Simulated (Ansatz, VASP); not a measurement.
# One calculation of PbS2, two programs

```xyz
3
Lattice="0.0000 3.5211 3.5211 3.5211 0.0000 3.5211 3.5211 3.5211 0.0000" Properties=species:S:1:pos:R:3 pbc="T T T"
Pb    0.0000    0.0000    0.0000
S     1.7605    1.7605    1.7605
S     5.2816    5.2816    5.2816
```

Alike in both runs: task single point; functional LDA; k mesh 4 × 4 × 4; occupations gaussian, width 0.05 eV; no spin polarisation.

|  | VASP | Ansatz |
| --- | --- | --- |
| version | VASP 6.6.1 | Ansatz 0.2.0 |
| potentials or method | VASP PAW LDA potentials, release 64 (Pb_d, S), cutoff 500 eV | scalar-relativistic, plane waves, PAW |
| valence electrons in the cell | 26 | 26 |

|  | VASP | Ansatz | Ansatz less VASP |
| --- | --- | --- | --- |
| gap on the k mesh at the Fermi level (eV) | none | none | - |
| pressure (GPa) | -7.4 | -7.3 | +0.09 |

LDA's correlation is that of Perdew and Zunger in VASP and of Perdew and Wang (1992) in Ansatz. A gap of «none» marks a metal or a gap that the smearing closes.

The k mesh is coarse, so the values compare programs but aren't converged. Neither program's run includes spin-orbit coupling.
